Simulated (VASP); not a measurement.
# TePb (R3m) in VASP: settings compared

The runs below take TePb through relaxation of cell and atoms, single point, with PBEsol, r2SCAN.

Everything below comes from runs of VASP 6.6.1. Logs are shortened: lines on timing, memory, paths and dates and some standing lists are left out, and cuts for length are marked.

### 1 The cell of the first run

It takes space group R3m (No. 160, trigonal). The conventional cell has a = 4.647 Å, b = 4.647 Å, c = 11.386 Å, α = 90.00°, β = 90.00°, γ = 120.00°. Within 4.3 Å of Pb (site symmetry 3m) lie 6 Te at 3.26 to 3.32 Å. Within 4.3 Å of Te (site symmetry 3m) lie 6 Pb at 3.26 to 3.32 Å.

### 2 Relaxation of cell and atoms, PBEsol

INCAR

```
SYSTEM = TePb
PREC = Accurate ; ENCUT = 600
EDIFF = 1E-6 ; ISMEAR = -1
SIGMA = 0.02 ; LREAL = .False.
LASPH = .True. ; NELM = 60
ALGO = Normal ; ISIF = 3
LWAVE = .False. ; LCHARG = .False.
GGA = PS ; IBRION = 2
NSW = 80 ; EDIFFG = -0.005
```

KPOINTS

```
Automatic mesh
0
Gamma
  6 6 6
  0 0 0
```

POSCAR

```
TePb
1.0
    2.3237242074      1.3416027950      3.7954485341
   -2.3237242074      1.3416027950      3.7954485341
    0.0000000000     -2.6832055949      3.7954485324
Pb Te
1 1
Direct
    1.0082603663      1.0082603663      1.0082603663
    0.5127396337      0.5127396337      0.5127396337
```

Potentials or basis: VASP PAW PBE potentials, release 64 (Pb_d, Te).

On the command line:

```bash
cat potpaw_PBE.64/Pb_d/POTCAR potpaw_PBE.64/Te/POTCAR > POTCAR
mpirun -np 1 vasp_std > vasp.out
```

OUTCAR:

```text
SYSTEM = TePb
   PREC = Accurate
   ENCUT = 600
   EDIFF = 1E-6
   ISMEAR = -1
   LREAL = .False.
   LASPH = .True.
   NELM = 60
   ISIF = 3
   GGA = PS
   IBRION = 2
   NSW = 80
   EDIFFG = -0.005

 ion  position               nearest neighbor table
   1  0.008  0.008  0.008-   2 3.26   2 3.26   2 3.26   2 3.32   2 3.32   2 3.32
   2  0.513  0.513  0.513-   1 3.26   1 3.26   1 3.26   1 3.32   1 3.32   1 3.32

  LATTYP: Found a trigonal (rhomboedric) cell.
 ALAT       =     4.6481202466
 COS(alpha) =     0.5001445280

  Lattice vectors:

 A1 = (   2.3237242074,   1.3416027950,   3.7954485341)
 A2 = (  -2.3237242074,   1.3416027950,   3.7954485341)
 A3 = (   0.0000000000,  -2.6832055949,   3.7954485324)

Analysis of symmetry for initial positions (statically):
=====================================================================
 Subroutine PRICEL returns:
 Original cell was already a primitive cell.

 Routine SETGRP: Setting up the symmetry group for a
 trigonal (rhombohedral) supercell.

 Subroutine GETGRP returns: Found  6 space group operations
 (whereof  6 operations were pure point group operations)
 out of a pool of 12 trial point group operations.

The static configuration has the point symmetry C_3v.

Analysis of symmetry for dynamics (positions and initial velocities):
=====================================================================
 Subroutine PRICEL returns:
 Original cell was already a primitive cell.

 Routine SETGRP: Setting up the symmetry group for a
 trigonal (rhombohedral) supercell.

 Subroutine GETGRP returns: Found  6 space group operations
 (whereof  6 operations were pure point group operations)
 out of a pool of 12 trial point group operations.

The dynamic configuration has the point symmetry C_3v.

 Subroutine INISYM returns: Found  6 space group operations
 (whereof  6 operations are pure point group operations),
 and found     1 'primitive' translations

----------------------------------------------------------------------------------------

                                     Primitive cell

  volume of cell :      70.9942

  direct lattice vectors                    reciprocal lattice vectors
     2.323724207  1.341602795  3.795448534     0.215171834  0.124229516  0.087824490
    -2.323724207  1.341602795  3.795448534    -0.215171834  0.124229516  0.087824490
     0.000000000 -2.683205595  3.795448532     0.000000000 -0.248459033  0.087824490
[... 119 lines left out ...]
 maximum number of plane-waves:      2421
 NGX is ok and might be reduce to    40
   NGX = 19   NGY = 19   NGZ = 19

--------------------------------------- Ionic step        1  -------------------------------------------

 number of electron      19.9999999 magnetization

 Free energy of the ion-electron system (eV)
  ---------------------------------------------------
  ext. energy  EPLUGINS =         0.00000000
  ---------------------------------------------------
  free energy    TOTEN  =        -8.22896414 eV

  energy without entropy =       -8.22896414  energy(sigma->0) =       -8.22896414

------------------------ aborting loop because EDIFF is reached ----------------------------------------

  FORCE on cell =-STRESS in cart. coord.  units (eV):
  Direction    XX          YY          ZZ          XY          YZ          ZX
  --------------------------------------------------------------------------------------
  -------------------------------------------------------------------------------------
  Total       -1.0348072     -1.0348072     -1.0254832      0.0000000      0.0000000      0.0000000
  in kB      -23.3532404    -23.3532404    -23.1428184      0.0000000      0.0000000      0.0000000
  external PRESSURE =     -23.2830998 kB  Pullay stress =       0.0000000 kB
[... 89 lines left out ...]
  FREE ENERGIE OF THE ION-ELECTRON SYSTEM (eV)
  ---------------------------------------------------
  free  energy   TOTEN  =        -8.2599437341 eV

  energy  without entropy=       -8.2599437325  energy(sigma->0) =       -8.25994373

[... ionic steps 4 to 13 ...]

--------------------------------------- Ionic step       14  -------------------------------------------

 number of electron      20.0000001 magnetization

------------------------ aborting loop because EDIFF is reached ----------------------------------------
[... 67 lines left out ...]
--------------------------------------- Ionic step       16  -------------------------------------------

 number of electron      20.0000001 magnetization

 Free energy of the ion-electron system (eV)
  ---------------------------------------------------
  ext. energy  EPLUGINS =         0.00000000
  ---------------------------------------------------
  free energy    TOTEN  =        -8.26037450 eV

  energy without entropy =       -8.26037450  energy(sigma->0) =       -8.26037450

 E-fermi :   5.8904     XC(G=0):  -9.5068

 val. band max:        5.5654024433   @ k =   0.5000   0.0000   0.0000
 cond. band min:       6.2153573357   @ k =   0.5000   0.5000   0.5000
 fundamental gap:      0.6499548924
 Fermi energy:         5.8904490224

 k-point     1 :       0.0000    0.0000    0.0000
  band No.  band energies     occupation
      1     -11.0797      2.00000
      2     -11.0797      2.00000
      3     -11.0681      2.00000
      4     -11.0681      2.00000
      5     -11.0681      2.00000
      6      -6.5367      2.00000
      7      -0.0303      2.00000
      8       4.1997      2.00000
      9       4.1997      2.00000
     10       4.2017      2.00000
     11       9.6297      0.00000
     12       9.6304      0.00000
     13       9.6304      0.00000
     14      11.3058      0.00000
[... 377 lines left out ...]
      1     -11.1327      2.00000
      2     -11.0771      2.00000
      3     -11.0696      2.00000
      4     -11.0506      2.00000
      5     -11.0406      2.00000
      6      -4.6983      2.00000
      7      -2.3038      2.00000
      8       1.3187      2.00000
      9       2.1556      2.00000
     10       4.2876      2.00000
     11       8.3464      0.00000
     12       9.8046      0.00000
     13      11.5483      0.00000
     14      11.6142      0.00000

 [... further k-points ...]

------------------------ aborting loop because EDIFF is reached ----------------------------------------

  FORCE on cell =-STRESS in cart. coord.  units (eV):
  Direction    XX          YY          ZZ          XY          YZ          ZX
  --------------------------------------------------------------------------------------
  -------------------------------------------------------------------------------------
  Total       -0.0050191     -0.0050191     -0.0022823      0.0000000     -0.0000000      0.0000000
  in kB       -0.1201700     -0.1201700     -0.0546443      0.0000000     -0.0000000      0.0000000
  external PRESSURE =      -0.0983281 kB  Pullay stress =       0.0000000 kB
[... 17 lines left out ...]
  FREE ENERGIE OF THE ION-ELECTRON SYSTEM (eV)
  ---------------------------------------------------
  free  energy   TOTEN  =        -8.2603745044 eV

  energy  without entropy=       -8.2603745023  energy(sigma->0) =       -8.26037450

 reached required accuracy - stopping structural energy minimisation
```

OSZICAR:

```text
N       E                     dE             d eps       ncg     rms          rms(c)
DAV:   1     0.154571159781E+03    0.15457E+03   -0.98669E+03   896   0.152E+03
DAV:   2     0.415927793247E+01   -0.15041E+03   -0.14745E+03   914   0.343E+02
[... 107 lines left out ...]
  15 F= -.82603586E+01 E0= -.82603586E+01  d E =-.112843E-04
       N       E                     dE             d eps       ncg     rms          rms(c)
DAV:   1    -0.826043243879E+01   -0.73909E-04   -0.25216E-02  1094   0.119E+00    0.664E-02
DAV:   2    -0.826042952505E+01    0.29137E-05   -0.10552E-03  1176   0.350E-01    0.394E-02
DAV:   3    -0.826037383779E+01    0.55687E-04   -0.76187E-05  1254   0.176E-01    0.519E-03
DAV:   4    -0.826037446472E+01   -0.62694E-06   -0.12562E-05  1174   0.353E-02    0.191E-03
DAV:   5    -0.826037450443E+01   -0.39710E-07   -0.24131E-07   502   0.727E-03
  16 F= -.82603745E+01 E0= -.82603745E+01  d E =-.271918E-04
```

Wall time 4.4 min (1 thread of Intel Xeon Platinum 8259CL at 2.50GHz (Skylake/Cascade Lake), shared host); peak memory 0.26 GiB.

What came out:

```
Free energy                           : -8.2604 eV
Relaxed volume                        : 33.46 Å³/atom
Relaxed cell                          : a = 4.557 Å, b = 4.557 Å, c = 4.557 Å, α = 60.01°, β = 60.01°, γ = 60.01°
Space group after relaxing (to 0.1 Å) : Fm-3m (No. 225)
Energy gained by relaxing             : 15.7 meV/atom
Ionic steps                           : 16
Pressure after relaxing               : 0.0 GPa
Band gap on the k mesh                : 0.65 eV
```

The path:
```tsv
step	energy change (eV)	largest force (eV/Å)	pressure (GPa)	volume (Å³)
1	0.0000	0.0082	-2.33	70.99
2	-0.0283	0.0264	0.80	65.82
3	-0.0310	0.0180	0.00	66.95
4	-0.0310	0.0187	0.02	66.87
5	-0.0310	0.0160	0.04	66.86
6	-0.0311	0.0154	0.05	66.86
7	-0.0312	0.0110	0.06	66.84
8	-0.0313	0.0039	0.08	66.80
9	-0.0314	0.0018	0.04	66.92
10	-0.0313	0.0010	-0.13	67.09
11	-0.0314	0.0033	-0.05	66.98
12	-0.0314	0.0032	-0.05	66.96
13	-0.0314	0.0034	-0.03	66.94
14	-0.0314	0.0034	-0.02	66.93
15	-0.0314	0.0026	-0.01	66.92
16	-0.0314	0.0017	-0.01	66.92
```

Final structure:
```cif
data_structure
_symmetry_space_group_name_H-M 'P 1'
_symmetry_Int_Tables_number 1
_cell_length_a 4.5567
_cell_length_b 4.5567
_cell_length_c 4.5567
_cell_angle_alpha 60.010
_cell_angle_beta 60.010
_cell_angle_gamma 60.010
_cell_volume 66.92
loop_
_atom_site_label
_atom_site_type_symbol
_atom_site_fract_x
_atom_site_fract_y
_atom_site_fract_z
_atom_site_occupancy
Pb1 Pb 0.01024 0.01024 0.01024 1
Te1 Te 0.51076 0.51076 0.51076 1
```

Caveat: the PAW data sets were made with another functional, which shifts forces and pressure a little; spin-orbit coupling is left out, which moves the levels of the heavy elements.

### 3 Single point, r2SCAN

This run uses another cell than the first one, of 34.92 Å³/atom.

POSCAR

```
TePb
1.0
    2.3105766187      1.3340120312      3.7765328392
   -2.3105766187      1.3340120312      3.7765328392
    0.0000000000     -2.6680240671      3.7765328375
Pb Te
1 1
Direct
    1.0081646271      1.0081646271      1.0081646271
    0.5128353729      0.5128353729      0.5128353729
```

INCAR.step1

```
PREC = Accurate
ENCUT = 520
ISMEAR = 0
SIGMA = 0.01
LREAL = F
LASPH = T
NELM = 60
NBANDS = 17
GGA = PE
ALGO = Normal
EDIFF = 1E-4
LWAVE = T
LCHARG = F
```

INCAR.step2

```
PREC = Accurate
ENCUT = 520
EDIFF = 1E-6
ISMEAR = 0
SIGMA = 0.01
LREAL = F
LASPH = T
NELM = 60
ALGO = Normal
ISIF = 2
LWAVE = F
LCHARG = F
METAGGA = R2SCAN
LMIXTAU = T
NBANDS = 17
ISTART = 1
```

KPOINTS

```
Automatic mesh
0
Gamma
  8 8 8
```

Potentials or basis: VASP PAW PBE potentials, release 64 (Pb_d, Te).

On the command line:

```bash
cat potpaw_PBE.64/Pb_d/POTCAR potpaw_PBE.64/Te/POTCAR > POTCAR
cp INCAR.step1 INCAR
mpirun -np 1 vasp_std > vasp.out
cp INCAR.step2 INCAR
mpirun -np 1 vasp_std > vasp.out
```

Wall time 3.3 min (1 thread of Intel Xeon Platinum 8259CL at 2.50GHz (Skylake/Cascade Lake), shared host); peak memory 0.27 GiB.

The run converged. Its results:

| Quantity | Value |
| --- | --- |
| Free energy | -82.7060 eV |
| Pressure | 0.0 GPa |
| Largest force | 0.005 eV/Å |
| Band gap on the k mesh | 1.10 eV |

Forces on the atoms (eV/Å):
```
Pb   0.000  0.000  0.005
Te   0.000  0.000 -0.005
```

Levels at points of the mesh, in eV from the valence-band top:
| k point | band 6 | band 7 | band 8 | band 9 | band 10 | band 11 | band 12 | band 13 | band 14 | band 15 |
| --- | --- | --- | --- | --- | --- | --- | --- | --- | --- | --- |
| (0.00, 0.00, 0.00) | -12.21 | -5.72 | -1.35 | -1.35 | -1.35 | 4.30 | 4.32 | 4.32 | 6.28 | 6.28 |
| (0.50, 0.00, 0.00) | -10.79 | -8.70 | -0.90 | -0.90 | 0.00 | 1.10 | 1.52 | 1.53 | 8.91 | 9.62 |
| (0.50, 0.50, 0.00) | -10.56 | -7.44 | -4.40 | -2.75 | -2.75 | 3.73 | 5.71 | 5.72 | 6.97 | 10.47 |
| (0.50, 0.50, 0.50) | -10.80 | -8.69 | -0.90 | -0.90 | 0.00 | 1.11 | 1.52 | 1.52 | 8.88 | 9.64 |

Caveat: the PAW data sets were made with another functional, which shifts forces and pressure a little; spin-orbit coupling is left out, which moves the levels of the heavy elements.

### 4 Relaxation of cell and atoms, r2SCAN

POSCAR

```
TePb
1.0
    2.3237242074      1.3416027950      3.7954485341
   -2.3237242074      1.3416027950      3.7954485341
    0.0000000000     -2.6832055949      3.7954485324
Pb Te
1 1
Direct
    1.0082603663      1.0082603663      1.0082603663
    0.5127396337      0.5127396337      0.5127396337
```

INCAR.step1

```
ALGO = Normal ; EDIFF = 1E-4
ENCUT = 600 ; GGA = PE
ISMEAR = -1 ; LASPH = True
LCHARG = False ; LREAL = False
LWAVE = True ; NELM = 80
PREC = Accurate ; SIGMA = 0.02
```

INCAR.step2

```
ALGO = Normal ; EDIFF = 1E-6
EDIFFG = -0.005 ; ENCUT = 600
IBRION = 2 ; ISIF = 3
ISMEAR = -1 ; ISTART = 1
LASPH = True ; LCHARG = False
LMIXTAU = True ; LREAL = False
LWAVE = False ; METAGGA = R2SCAN
NELM = 80 ; NSW = 80
PREC = Accurate ; SIGMA = 0.02
```

KPOINTS

```
k-points
0
Gamma
  6 6 6
```

Potentials or basis: VASP PAW PBE potentials, release 64 (Pb_d, Te).

On the command line:

```bash
cat potpaw_PBE.64/Pb_d/POTCAR potpaw_PBE.64/Te/POTCAR > POTCAR
cp INCAR.step1 INCAR
mpirun -np 1 vasp_std > vasp.out
cp INCAR.step2 INCAR
mpirun -np 1 vasp_std > vasp.out
```

OUTCAR:

```text
EDIFF = 1E-6
   EDIFFG = -0.005
   ENCUT = 600
   IBRION = 2
   ISIF = 3
   ISMEAR = -1
   ISTART = 1
   LASPH = True
   LREAL = False
   METAGGA = R2SCAN
   NELM = 80
   NSW = 80
   PREC = Accurate

 ion  position               nearest neighbor table
   1  0.008  0.008  0.008-   2 3.26   2 3.26   2 3.26   2 3.32   2 3.32   2 3.32
   2  0.513  0.513  0.513-   1 3.26   1 3.26   1 3.26   1 3.32   1 3.32   1 3.32

  LATTYP: Found a trigonal (rhomboedric) cell.
 ALAT       =     4.6481202466
 COS(alpha) =     0.5001445280

  Lattice vectors:

 A1 = (   2.3237242074,   1.3416027950,   3.7954485341)
 A2 = (  -2.3237242074,   1.3416027950,   3.7954485341)
 A3 = (   0.0000000000,  -2.6832055949,   3.7954485324)

Analysis of symmetry for initial positions (statically):
[... 271 lines left out ...]
      7      -0.6658      2.00000
      8       3.7045      2.00000
      9       3.7045      2.00000
     10       3.7077      2.00000
     11       9.3531      0.00000
     12       9.3668      0.00000
     13       9.3668      0.00000
     14      11.3320      0.00000
[... 377 lines left out ...]
      1     -12.3039      2.00000
      2     -12.2563      2.00000
      3     -12.2496      2.00000
      4     -12.2342      2.00000
      5     -12.2262      2.00000
      6      -5.3941      2.00000
      7      -2.9077      2.00000
      8       0.9825      2.00000
      9       1.7805      2.00000
     10       3.8257      2.00000
     11       8.0747      0.00000
     12       9.7835      0.00000
     13      11.3317      0.00000
     14      11.3680      0.00000

 [... further k-points ...]

------------------------ aborting loop because EDIFF is reached ----------------------------------------

  FORCE on cell =-STRESS in cart. coord.  units (eV):
  Direction    XX          YY          ZZ          XY          YZ          ZX
  --------------------------------------------------------------------------------------
  -------------------------------------------------------------------------------------
  Total       -0.0019826     -0.0019826      0.0057482      0.0000000     -0.0000000      0.0000000
  in kB       -0.0454685     -0.0454685      0.1318269      0.0000000     -0.0000000      0.0000000
  external PRESSURE =       0.0136300 kB  Pullay stress =       0.0000000 kB
[... 17 lines left out ...]
  FREE ENERGIE OF THE ION-ELECTRON SYSTEM (eV)
  ---------------------------------------------------
  free  energy   TOTEN  =       -82.7070634383 eV

  energy  without entropy=      -82.7070634382  energy(sigma->0) =      -82.70706344

 reached required accuracy - stopping structural energy minimisation
```

OSZICAR.step1:

```text
N       E                     dE             d eps       ncg     rms          rms(c)
DAV:   1     0.155575128959E+03    0.15558E+03   -0.98803E+03   896   0.152E+03
DAV:   2     0.494661795684E+01   -0.15063E+03   -0.14769E+03   914   0.343E+02
DAV:   3    -0.734931082299E+01   -0.12296E+02   -0.12225E+02  1196   0.103E+02
DAV:   4    -0.765884912752E+01   -0.30954E+00   -0.30946E+00  1080   0.197E+01
DAV:   5    -0.766873742930E+01   -0.98883E-02   -0.98882E-02  1246   0.315E+00    0.302E+00
DAV:   6    -0.752525872947E+01    0.14348E+00   -0.35153E-01  1138   0.460E+00    0.186E+00
DAV:   7    -0.752173944633E+01    0.35193E-02   -0.98017E-02  1108   0.172E+00    0.915E-01
DAV:   8    -0.752389325239E+01   -0.21538E-02   -0.10780E-02   932   0.122E+00    0.137E-01
DAV:   9    -0.752379015642E+01    0.10310E-03   -0.13394E-03  1174   0.412E-01    0.551E-02
DAV:  10    -0.752384948907E+01   -0.59333E-04   -0.16326E-04   838   0.977E-02
   1 F= -.75238495E+01 E0= -.75238495E+01  d E =-.235379E-10
```

Wall time 5.6 min (1 thread of Intel Xeon Platinum 8259CL at 2.50GHz (Skylake/Cascade Lake), shared host); peak memory 0.28 GiB.

Results:

```
Free energy                           : -82.7071 eV
Relaxed volume                        : 34.93 Å³/atom
Relaxed cell                          : a = 4.624 Å, b = 4.624 Å, c = 4.624 Å, α = 59.98°, β = 59.98°, γ = 59.98°
Space group after relaxing (to 0.1 Å) : R3m (No. 160)
Energy gained by relaxing             : 1.2 meV/atom
Ionic steps                           : 3
Pressure after relaxing               : 0.0 GPa
Band gap on the k mesh                : 1.10 eV
```

Step by step:
```tsv
step	energy change (eV)	largest force (eV/Å)	pressure (GPa)	volume (Å³)
1	0.0000	0.0078	-0.66	70.99
2	-0.0021	0.0025	0.22	69.50
3	-0.0024	0.0001	0.00	69.86
```

Final structure:
```
CELL_PARAMETERS angstrom
2.31115 1.33434 3.77566
-2.31115 1.33434 3.77566
0.00000 -2.66869 3.77566
ATOMIC_POSITIONS crystal
Pb 0.00824 0.00824 0.00824
Te 0.51276 0.51276 0.51276
```

Levels at points of the mesh, in eV from the valence-band top:
```
           k point  band 8  band 9  band 10  band 11  band 12  band 13
(0.00, 0.00, 0.00)   -1.35   -1.35    -1.34     4.30     4.32     4.32
(0.50, 0.00, 0.00)   -0.90   -0.90     0.00     1.10     1.52     1.53
(0.50, 0.50, 0.00)   -4.40   -2.75    -2.75     3.73     5.71     5.72
(0.50, 0.50, 0.50)   -0.90   -0.90    -0.01     1.11     1.52     1.52
```

Caveat: the PAW data sets were made with another functional, which shifts forces and pressure a little; spin-orbit coupling is left out, which moves the levels of the heavy elements.

### 5 Overview

| task | level | cell | k mesh | cutoff (eV) | smearing | gap on the mesh (eV) | pressure (GPa) | relaxed volume (Å³/atom) |
| --- | --- | --- | --- | --- | --- | --- | --- | --- |
| relaxation of cell and atoms | PBEsol | relaxed from a = 4.648 Å, angles 60.0°, 2 atoms | 6 × 6 × 6 | 600 | fermi-dirac 0.02 eV | 0.65 | 0.0 | 33.46 |
| single point | r2SCAN | a = 4.624 Å, angles 60.0°, 2 atoms | 8 × 8 × 8 | 520 | gaussian 0.01 eV | 1.10 | 0.0 | - |
| relaxation of cell and atoms | r2SCAN | relaxed from a = 4.648 Å, angles 60.0°, 2 atoms | 6 × 6 × 6 | 600 | fermi-dirac 0.02 eV | 1.10 | 0.0 | 34.93 |

Alike in all rows: potentials or basis VASP PAW PBE potentials, release 64 (Pb_d, Te); no spin polarisation.

Caveats: the PAW data sets were made with another functional, which shifts forces and pressure a little; spin-orbit coupling is left out, which moves the levels of the heavy elements.

Absolute energies hang on the potentials; compare differences alone.
